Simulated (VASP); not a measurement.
# Al3Cu2: single point with PBEsol

The system is Al3Cu2.

```
Al Cu
1.0
     4.09195    0.00000    0.00000
    -2.04598    3.54373    0.00000
     0.00000    0.00000    4.99278
Al Cu
3 2
Direct
  0.00000 0.00000 0.00000
  0.33333 0.66667 0.34993
  0.66667 0.33333 0.65007
  0.33333 0.66667 0.83951
  0.66667 0.33333 0.16049
```

* Program: VASP 6.6.1
* Task: single point
* Functional: PBEsol
* Potentials or basis: VASP PAW PBE potentials, release 64 (Al, Cu)
* Cutoff: 520 eV
* k mesh: 18 × 18 × 14
* Occupations: gaussian, width 0.1 eV
* Spin: no spin polarisation
* Dipole correction: no
* Further INCAR settings: ALGO = Fast; EDIFF = 1e-07; NBANDS = 24

```yaml
Pressure: 0.9 GPa
Largest_force: 0.061 eV/Å
Band_gap_on_the_k_mesh: zero (an odd number of electrons rules out a gap without spin polarisation)
```

Forces on the atoms (eV/Å):
```
Al   0.000  0.000  0.000
Al   0.000  0.000  0.031
Al   0.000  0.000 -0.031
Cu   0.000  0.000  0.061
Cu   0.000  0.000 -0.061
```

Stress tensor (GPa, compression positive):
```
1.09 0.00 0.00
0.00 1.09 0.00
0.00 0.00 0.63
```

Levels at points of the mesh, in eV from the Fermi level:
| k point | band 13 | band 14 | band 15 | band 16 | band 17 | band 18 |
| --- | --- | --- | --- | --- | --- | --- |
| (0.00, 0.00, 0.00) | -3.62 | -0.16 | -0.16 | 1.36 | 1.36 | 2.56 |
| (0.50, 0.00, 0.00) | -3.03 | -2.98 | -2.56 | -0.78 | -0.06 | 0.39 |
| (0.00, 0.00, 0.50) | 1.21 | 1.21 | 1.35 | 1.35 | 1.80 | 2.44 |
| (0.50, 0.00, 0.50) | -4.12 | -3.52 | -1.74 | -0.16 | 0.77 | 0.96 |

Wall time 17 min on 1 thread of Oxide Virtual Turin-like Processor (shared host), peak memory 0.68 GiB.

Caveat: the PAW data sets were made with another functional, which shifts forces and pressure a little.
